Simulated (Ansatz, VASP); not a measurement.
# One calculation of Ag, two programs

```
Ag
1.0
     0.00000    2.03000    2.03000
     2.03000    0.00000    2.03000
     2.03000    2.03000    0.00000
Ag
1
Cartesian
  0.0000 0.0000 0.0000
```

Alike in both runs: task single point; functional LDA; k mesh 8 × 8 × 8; occupations gaussian, width 0.1 eV; no spin polarisation.

|  | VASP | Ansatz |
| --- | --- | --- |
| version | VASP 6.6.1 | Ansatz 0.2.0 |
| potentials or method | VASP PAW LDA potentials, release 64 (Ag), cutoff 500 eV | scalar-relativistic, plane waves, PAW |
| valence electrons in the cell | 11 | 19 |

VASP gave:

| Quantity | Value |
| --- | --- |
| gap on the k mesh at the Fermi level (eV) | none |
| pressure (GPa) | -4.6 |

Question: Which values does Ansatz return?

Answer: gap on the k mesh at the Fermi level (eV): none; pressure (GPa): -4.7.

Ansatz warns that its potentials were made for another functional, while VASP's fit it. LDA's correlation is that of Perdew and Zunger in VASP and of Perdew and Wang (1992) in Ansatz. A gap of «none» marks a metal or a gap that the smearing closes. VASP's potentials hold 11 valence electrons a cell and Ansatz's 19, so a difference there can come from the potentials and not from the codes.
